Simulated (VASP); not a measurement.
Set up this calculation in VASP 6.6.1, as the native input.

```yaml
Task: single point
Functional: r2SCAN
Potentials_or_basis: VASP PAW PBE potentials, release 64 (C)
Cutoff: 520 eV
k_mesh: 17 × 17 × 17
Occupations: fermi-dirac, width 0.1 eV
Spin: non-collinear spin, zero start, spin-orbit coupling
Starting_moments: "[[0.0, 0.0, 0.0]] μB"
Dipole_correction: no
Further_INCAR_settings: ALGO = Normal; EDIFF = 1e-06; NBANDS = 15
```

C:

```
C
1.0
     0.00000    1.54811    1.54811
     1.54811    0.00000    1.54811
     1.54811    1.54811    0.00000
C
1
Direct
  0.00000 0.00000 0.00000
```

The input as run:

POSCAR

```
C
1.0
    0.0000000000      1.5481131777      1.5481131777
    1.5481131777      0.0000000000      1.5481131777
    1.5481131777      1.5481131777      0.0000000000
C
1
Direct
    0.0000000000      0.0000000000      0.0000000000
```

INCAR.step1

```
SYSTEM = C
ALGO = Normal
EDIFF = 1E-4
ENCUT = 520
GGA = PE
GGA_COMPAT = .False.
ISMEAR = -1
LASPH = .True.
LCHARG = .False.
LREAL = .False.
LSORBIT = .True.
LWAVE = .True.
MAGMOM = 0 0 0
NBANDS = 15
NELM = 150
PREC = Accurate
SIGMA = 0.1
```

INCAR.step2

```
SYSTEM = C
ALGO = Normal
EDIFF = 1E-6
ENCUT = 520
GGA_COMPAT = .False.
ISIF = 2
ISMEAR = -1
ISTART = 1
LASPH = .True.
LCHARG = .False.
LMIXTAU = .True.
LORBIT = 11
LORBMOM = .True.
LREAL = .False.
LSORBIT = .True.
LWAVE = .False.
MAGMOM = 0 0 0
METAGGA = R2SCAN
NBANDS = 15
NELM = 150
PREC = Accurate
SIGMA = 0.1
```

KPOINTS

```
k-points
0
Gamma
  17 17 17
  0 0 0
```

Potentials or basis: VASP PAW PBE potentials, release 64 (C).

Command:

```bash
$ cat potpaw_PBE.64/C/POTCAR > POTCAR
$ cp INCAR.step1 INCAR
$ mpirun -np 1 vasp_ncl > vasp.out
$ cp INCAR.step2 INCAR
$ mpirun -np 1 vasp_ncl > vasp.out
```

Results of the run:

The pressure is 0.3 GPa. The net moment is 0.00 μB per cell. The valence electrons inside the program's atomic spheres are C 2.06.

Caveat: the PAW data sets were made with another functional, which shifts forces and pressure a little.

Wall time 2.6 min on 1 thread of Intel Xeon 8259CL (shared host), peak memory 0.16 GiB.
